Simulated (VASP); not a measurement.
# Ag (P6_3/mmc) in VASP: further runs, part 2 of 2

VASP 6.6.1.

### 3 Single point, PBEsol

This run uses another cell than the first one, of 16.86 Å³/atom, 1.029 times its volume.

Input file INCAR:

```
  ALGO = Normal
  EDIFF = 1E-6
  ENCUT = 500
  GGA = PS
  GGA_COMPAT = False
  ISIF = 2
  ISMEAR = 1
  LASPH = True
  LCHARG = False
  LREAL = False
  LWAVE = False
  NBANDS = 18
  NELM = 120
  PREC = Accurate
  SIGMA = 0.1
```

Input file KPOINTS:

```
k-points
0
Gamma
  11 11 6
```

Input file POSCAR:

```
Ag
1.0
    2.8769566333      0.0000000000      0.0000000000
   -1.4384783166      2.4915171048      0.0000000000
    0.0000000000      0.0000000000      4.7032840524
Ag
2
Direct
    0.3333333333      0.6666666667      0.2500000000
    0.6666666667      0.3333333333      0.7500000000
```

Potentials or basis: VASP PAW PBE potentials, release 64 (Ag).

The run is started by

```
$ cat potpaw_PBE.64/Ag/POTCAR > POTCAR
$ mpirun -np 1 vasp_std > vasp.out
```

OUTCAR:

```text
EDIFF = 1E-6
   ENCUT = 500
   GGA = PS
   ISIF = 2
   ISMEAR = 1
   LASPH = True
   LREAL = False
   NELM = 120
   PREC = Accurate

 ion  position               nearest neighbor table
   1  0.333  0.667  0.250-   2 2.88   2 2.88   2 2.88   2 2.88   2 2.88   2 2.88
   2  0.667  0.333  0.750-   1 2.88   1 2.88   1 2.88   1 2.88   1 2.88   1 2.88

  LATTYP: Found a hexagonal cell.
 ALAT       =     2.8769566333
 C/A-ratio  =     1.6348122867

  Lattice vectors:

 A1 = (   2.8769566333,   0.0000000000,   0.0000000000)
 A2 = (  -1.4384783166,   2.4915171048,   0.0000000000)
 A3 = (   0.0000000000,   0.0000000000,   4.7032840524)

Analysis of symmetry for initial positions (statically):
=====================================================================
 Subroutine PRICEL returns:
 Original cell was already a primitive cell.

 Routine SETGRP: Setting up the symmetry group for a
 hexagonal supercell.

 Subroutine GETGRP returns: Found 24 space group operations
 (whereof 12 operations were pure point group operations)
 out of a pool of 24 trial point group operations.

[... 158 lines left out ...]
  ---------------------------------------------------
  ext. energy  EPLUGINS =         0.00000000
  ---------------------------------------------------
  free energy    TOTEN  =        -6.60244642 eV

  energy without entropy =       -6.60180966  energy(sigma->0) =       -6.60223417

 E-fermi :   8.5067     XC(G=0): -12.4804

 val. band max:        8.4596266045   @ k =   0.3636   0.0909   0.5000
 cond. band min:       8.5261252352   @ k =   0.1818   0.1818   0.3333
 fundamental gap:      0.0664986307
 Fermi energy:         8.5066509068

 k-point     1 :       0.0000    0.0000    0.0000
  band No.  band energies     occupation
      1       0.4754      2.00000
      2       1.9195      2.00000
      3       3.5641      2.00000
      4       3.6645      2.00000
      5       3.6645      2.00000
      6       3.9098      2.00000
[... 481 lines left out ...]
      5       3.5855      2.00000
      6       3.9155      2.00000
[... 10 lines left out ...]
     17      24.7767      0.00000
     18      26.3741      0.00000

 [... further k-points ...]
[... 5 lines left out ...]
  --------------------------------------------------------------------------------------
  -------------------------------------------------------------------------------------
  Total       -0.3889502     -0.3889501     -0.1608288     -0.0000000      0.0000000      0.0000000
  in kB      -18.4844372    -18.4844309     -7.6432154     -0.0000000      0.0000000      0.0000000
  external PRESSURE =     -14.8706945 kB  Pullay stress =       0.0000000 kB

 VOLUME and BASIS-vectors are now :
 -----------------------------------------------------------------------------
  energy-cutoff  :      500.00
  volume of cell :       33.71
      direct lattice vectors                 reciprocal lattice vectors
     2.876956633  0.000000000  0.000000000     0.347589529  0.200680942  0.000000000
    -1.438478317  2.491517105  0.000000000     0.000000000  0.401361884  0.000000000
     0.000000000  0.000000000  4.703284052     0.000000000  0.000000000  0.212617394

 POSITION                                       TOTAL-FORCE (eV/Angst)
 -----------------------------------------------------------------------------------
     -0.00000      1.66101      1.17582        -0.000000      0.000000      0.000000
      1.43848      0.83051      3.52746         0.000000     -0.000000      0.000000
 -----------------------------------------------------------------------------------
    total drift:                               -0.000000      0.000000     -0.000000

  FREE ENERGIE OF THE ION-ELECTRON SYSTEM (eV)
  ---------------------------------------------------
  free  energy   TOTEN  =        -6.6024464184 eV

  energy  without entropy=       -6.6018096622  energy(sigma->0) =       -6.60223417
```

OSZICAR:

```text
N       E                     dE             d eps       ncg     rms          rms(c)
DAV:   1     0.121884937628E+03    0.12188E+03   -0.11532E+04  2304   0.119E+03
DAV:   2    -0.535634565637E+01   -0.12724E+03   -0.12127E+03  2376   0.265E+02
DAV:   3    -0.730880871861E+01   -0.19525E+01   -0.19465E+01  2694   0.373E+01
DAV:   4    -0.731434653422E+01   -0.55378E-02   -0.55373E-02  2496   0.195E+00
DAV:   5    -0.731438994300E+01   -0.43409E-04   -0.43409E-04  2542   0.184E-01    0.807E+00
DAV:   6    -0.663068655925E+01    0.68370E+00   -0.16627E+00  2374   0.139E+01    0.483E+00
DAV:   7    -0.661040931183E+01    0.20277E-01   -0.18443E-02  2520   0.128E+00    0.271E+00
DAV:   8    -0.660242876151E+01    0.79806E-02   -0.10937E-03  2386   0.277E-01    0.142E-01
DAV:   9    -0.660244062210E+01   -0.11861E-04   -0.19228E-05  2698   0.338E-02    0.203E-02
DAV:  10    -0.660244686410E+01   -0.62420E-05   -0.34018E-06  2468   0.178E-02    0.772E-03
DAV:  11    -0.660244641836E+01    0.44574E-06   -0.71797E-08  1242   0.214E-03
   1 F= -.66024464E+01 E0= -.66022342E+01  d E =-.636756E-03
```

stdout:

```text
POSCAR found type information on POSCAR Ag
 POSCAR found :  1 types and       2 ions
 scaLAPACK will be used
 -----------------------------------------------------------------------------
|                                                                             |
|                                                                             |
|     You enforced a specific xc type in the INCAR file but a different       |
|     I HOPE YOU KNOW WHAT YOU ARE DOING!                                     |
|                                                                             |
 -----------------------------------------------------------------------------

 LDA part: xc-table for (Slater+PW92), standard interpolation
 POSCAR, INCAR and KPOINTS ok, starting setup
 FFT: planning ... GRIDC
 FFT: planning ... GRID_SOFT
 FFT: planning ... GRID
 WAVECAR not read
 entering main loop
```

Run time: 21 s. Hardware: 1 thread of Intel Xeon Platinum 8488C (Sapphire Rapids), shared host; peak memory 0.16 GiB.

Results:

* Free energy: -6.6024 eV
* Pressure: -1.5 GPa
* Band gap on the k mesh: zero (band 11 reaches 11.89 eV, above the bottom of band 12 at 4.99 eV)

Stress tensor (GPa, compression positive):
```
-1.85  0.00  0.00
 0.00 -1.85  0.00
 0.00  0.00 -0.76
```

Levels at points of the mesh, in eV from the Fermi level:
```
           k point  band 9  band 10  band 11  band 12  band 13  band 14
(0.00, 0.00, 0.00)   -4.23    -3.19    -3.19    -0.61     3.50    15.54
(0.00, 0.00, 0.50)   -3.51    -3.51    -3.51    -3.51    11.06    11.06
```

Caveat: the PAW data sets were made with another functional, which shifts forces and pressure a little.

### 4 Single point, PBEsol

This run uses another cell than the first one, of 17.33 Å³/atom, 1.058 times its volume.

Input file INCAR:

```
PREC = Accurate ; ENCUT = 500
EDIFF = 1E-6 ; ISMEAR = 1
SIGMA = 0.1 ; LREAL = F
LASPH = T ; NELM = 120
ALGO = Normal ; ISIF = 2
LWAVE = F ; LCHARG = F
GGA = PS ; NBANDS = 18
GGA_COMPAT = F
```

Input file KPOINTS:

```
regular mesh
0
Gamma
  11 11 6
```

Input file POSCAR:

```
Ag
1.0
    2.9037205575      0.0000000000      0.0000000000
   -1.4518602787      2.5146953391      0.0000000000
    0.0000000000      0.0000000000      4.7470380445
Ag
2
Direct
    0.3333333333      0.6666666667      0.2500000000
    0.6666666667      0.3333333333      0.7500000000
```

Potentials or basis: VASP PAW PBE potentials, release 64 (Ag).

The run is started by

```
$ cat potpaw_PBE.64/Ag/POTCAR > POTCAR
$ mpirun -np 1 vasp_std > vasp.out
```

OUTCAR:

```text
PREC = Accurate
   ENCUT = 500
   EDIFF = 1E-6
   ISMEAR = 1
   LREAL = F
   LASPH = T
   NELM = 120
   ISIF = 2
   GGA = PS

 ion  position               nearest neighbor table
   1  0.333  0.667  0.250-   2 2.91   2 2.91   2 2.91   2 2.91   2 2.91   2 2.91
   2  0.667  0.333  0.750-   1 2.91   1 2.91   1 2.91   1 2.91   1 2.91   1 2.91

  LATTYP: Found a hexagonal cell.
 ALAT       =     2.9037205575
 C/A-ratio  =     1.6348122867

  Lattice vectors:

 A1 = (   2.9037205575,   0.0000000000,   0.0000000000)
 A2 = (  -1.4518602787,   2.5146953391,   0.0000000000)
 A3 = (   0.0000000000,   0.0000000000,   4.7470380445)

Analysis of symmetry for initial positions (statically):
=====================================================================
 Subroutine PRICEL returns:
 Original cell was already a primitive cell.

 Routine SETGRP: Setting up the symmetry group for a
 hexagonal supercell.

 Subroutine GETGRP returns: Found 24 space group operations
 (whereof 12 operations were pure point group operations)
 out of a pool of 24 trial point group operations.

The static configuration has the point symmetry D_3d.
 The point group associated with its full space group is D_6h.

Analysis of symmetry for dynamics (positions and initial velocities):
=====================================================================
 Subroutine PRICEL returns:
 Original cell was already a primitive cell.

 Routine SETGRP: Setting up the symmetry group for a
 hexagonal supercell.

 Subroutine GETGRP returns: Found 24 space group operations
 (whereof 12 operations were pure point group operations)
 out of a pool of 24 trial point group operations.

The dynamic configuration has the point symmetry D_3d.
 The point group associated with its full space group is D_6h.

 Subroutine INISYM returns: Found 24 space group operations
[... 107 lines left out ...]
   PSTRESS=    0.0 pullay stress
   NELECT =      22.0000    total number of electrons
   NUPDOWN=      -1.0000    fix difference up-down
   EMIN   =  10.00;   EMAX   =-10.00  energy-range for DOS
   EFERMI =   0.00;   METHOD = LEGACY
   ISMEAR =     1;   SIGMA  =   0.10  broadening in eV -4-tet -1-fermi 0-gaus
   EFERMI_NEDOS =   21; number of points for ismear=-14 and -15
   IALGO  =     38    algorithm
   IMIX   =      4    mixing-type and parameters
     AMIX     =   0.40;   BMIX     =  1.00
     AMIX_MAG =   1.60;   BMIX_MAG =  1.00
  volume/ion in A,a.u.               =      17.33       116.96
  Fermi-wavevector in a.u.,A,eV,Ry     =   1.406894  2.658644 26.930707  1.979351
  Thomas-Fermi vector in A             =   2.529208
   LORBIT       =      0    0 simple, 1 ext, 2 COOP (PROOUT), +10 PAW based schemes
   GGA     = PS    functional components
   LHFCALC =     F    Hartree Fock is set to
   AEXX    =    0.0000 exact exchange contribution
   IVDW    =     0    specifies the selected vdW correction
   LEPSILON=     F    determine dielectric tensor
   LRPA    =     F    only Hartree local field effects (RPA)
 non-spin polarized calculation
 Methfessel and Paxton  Order N= 1 SIGMA  =   0.10
  energy-cutoff  :      500.00
  volume of cell :       34.66
 maximum number of plane-waves:       893
 NGX is ok and might be reduce to    24
   NGX = 11   NGY = 11   NGZ = 17

 number of electron      22.0000006 magnetization

 Free energy of the ion-electron system (eV)
  ---------------------------------------------------
  ext. energy  EPLUGINS =         0.00000000
  ---------------------------------------------------
  free energy    TOTEN  =        -6.58541516 eV

  energy without entropy =       -6.58456904  energy(sigma->0) =       -6.58513312

 E-fermi :   8.1168     XC(G=0): -12.3147

 val. band max:        8.0842108632   @ k =   0.3636   0.0909   0.5000
 cond. band min:       8.1211221377   @ k =   0.1818   0.1818   0.3333
 fundamental gap:      0.0369112745
 Fermi energy:         8.1167605603

 k-point     1 :       0.0000    0.0000    0.0000
  band No.  band energies     occupation
      1       0.2960      2.00000
      2       1.7111      2.00000
      3       3.2818      2.00000
      4       3.3779      2.00000
      5       3.3779      2.00000
      6       3.6106      2.00000
[... 481 lines left out ...]
      5       3.3041      2.00000
      6       3.6204      2.00000
[... 10 lines left out ...]
     17      24.1867      0.00000
     18      25.7290      0.00000

 [... further k-points ...]
[... 5 lines left out ...]
  --------------------------------------------------------------------------------------
  -------------------------------------------------------------------------------------
  Total       -1.0085313     -1.0085309     -0.7656556     -0.0000000      0.0000000      0.0000000
  in kB      -46.6162197    -46.6162038    -35.3900464     -0.0000000      0.0000000      0.0000000
  external PRESSURE =     -42.8741566 kB  Pullay stress =       0.0000000 kB

 VOLUME and BASIS-vectors are now :
 -----------------------------------------------------------------------------
  energy-cutoff  :      500.00
  volume of cell :       34.66
      direct lattice vectors                 reciprocal lattice vectors
     2.903720557  0.000000000  0.000000000     0.344385756  0.198831243  0.000000000
    -1.451860279  2.514695339  0.000000000     0.000000000  0.397662486  0.000000000
     0.000000000  0.000000000  4.747038044     0.000000000  0.000000000  0.210657676

 POSITION                                       TOTAL-FORCE (eV/Angst)
 -----------------------------------------------------------------------------------
     -0.00000      1.67646      1.18676         0.000000     -0.000000      0.000000
      1.45186      0.83823      3.56028        -0.000000      0.000000      0.000000
 -----------------------------------------------------------------------------------
    total drift:                               -0.000000      0.000000     -0.000000

  FREE ENERGIE OF THE ION-ELECTRON SYSTEM (eV)
  ---------------------------------------------------
  free  energy   TOTEN  =        -6.5854151592 eV

  energy  without entropy=       -6.5845690415  energy(sigma->0) =       -6.58513312
```

stdout:

```text
POSCAR found type information on POSCAR Ag
 POSCAR found :  1 types and       2 ions
 scaLAPACK will be used
 -----------------------------------------------------------------------------
|                                                                             |
|                                                                             |
|     You enforced a specific xc type in the INCAR file but a different       |
|     I HOPE YOU KNOW WHAT YOU ARE DOING!                                     |
|                                                                             |
 -----------------------------------------------------------------------------

 LDA part: xc-table for (Slater+PW92), standard interpolation
 POSCAR, INCAR and KPOINTS ok, starting setup
 FFT: planning ... GRIDC
 FFT: planning ... GRID_SOFT
 FFT: planning ... GRID
 WAVECAR not read
 entering main loop
```

Run time: 21 s. Hardware: 1 thread of Intel Xeon Platinum 8488C (Sapphire Rapids), shared host; peak memory 0.16 GiB.

Results:

```
Free energy            : -6.5854 eV
Pressure               : -4.3 GPa
Band gap on the k mesh : zero (band 11 reaches 11.44 eV, above the bottom of band 12 at 4.64 eV)
```

Caveat: the PAW data sets were made with another functional, which shifts forces and pressure a little.

### 5 Single point, PBEsol

This run uses another cell than the first one, of 17.81 Å³/atom, 1.087 times its volume.

Input file INCAR:

```
  PREC = Accurate
  ENCUT = 500
  EDIFF = 1E-6
  ISMEAR = 1
  SIGMA = 0.1
  LREAL = F
  LASPH = T
  NELM = 120
  ALGO = Normal
  ISIF = 2
  LWAVE = F
  LCHARG = T
  GGA = PS
  LELF = T
  LVHAR = T
  NBANDS = 18
  GGA_COMPAT = F
```

KPOINTS is that of step 4.

Input file POSCAR:

```
Ag
1.0
    2.9300000000      0.0000000000      0.0000000000
   -1.4650000000      2.5374540000      0.0000000000
    0.0000000000      0.0000000000      4.7900000000
Ag
2
Direct
    0.3333333333      0.6666666667      0.2500000000
    0.6666666667      0.3333333333      0.7500000000
```

The run is started by

```
$ cat potpaw_PBE.64/Ag/POTCAR > POTCAR
$ mpirun -np 1 vasp_std > vasp.out
```

It took 27 s on 1 thread of Intel Xeon Platinum 8488C (Sapphire Rapids), shared host; peak memory 0.16 GiB.

Results (log left out):

* Free energy: -6.5533 eV
* Pressure: -6.6 GPa
* Band gap on the k mesh: zero (band 11 reaches 11.02 eV, above the bottom of band 12 at 4.31 eV)

Stress tensor (GPa, compression positive):
```
-7.00  0.00  0.00
 0.00 -7.00  0.00
 0.00  0.00 -5.79
```

Levels at points of the mesh, in eV from the Fermi level:
| k point | band 7 | band 8 | band 9 | band 10 | band 11 | band 12 | band 13 | band 14 | band 15 | band 16 |
| --- | --- | --- | --- | --- | --- | --- | --- | --- | --- | --- |
| (0.00, 0.00, 0.00) | -4.42 | -4.09 | -4.09 | -3.14 | -3.14 | -0.45 | 3.22 | 15.39 | 17.24 | 17.53 |
| (0.00, 0.00, 0.50) | -4.49 | -4.49 | -3.44 | -3.44 | -3.44 | -3.44 | 10.66 | 10.66 | 15.73 | 15.73 |

Caveat: the PAW data sets were made with another functional, which shifts forces and pressure a little.

### 6 Overview

```csv
cell,gap on the mesh (eV),pressure (GPa)
"a = 2.850, b = 2.850, c = 4.659 Å, angles 90.0, 90.0, 120.0°, 2 atoms",none,1.9
"a = 2.877, b = 2.877, c = 4.703 Å, angles 90.0, 90.0, 120.0°, 2 atoms",none,-1.5
"a = 2.904, b = 2.904, c = 4.747 Å, angles 90.0, 90.0, 120.0°, 2 atoms",none,-4.3
"a = 2.930, b = 2.930, c = 4.790 Å, angles 90.0, 90.0, 120.0°, 2 atoms",none,-6.6
```

Alike in all rows: task single point; level PBEsol; potentials or basis VASP PAW PBE potentials, release 64 (Ag); no spin polarisation; k mesh 11 × 11 × 6; cutoff (eV) 500; smearing methfessel-paxton 0.1 eV.

Caveats: the PAW data sets were made with another functional, which shifts forces and pressure a little.

Absolute energies hang on the potentials; compare differences alone.
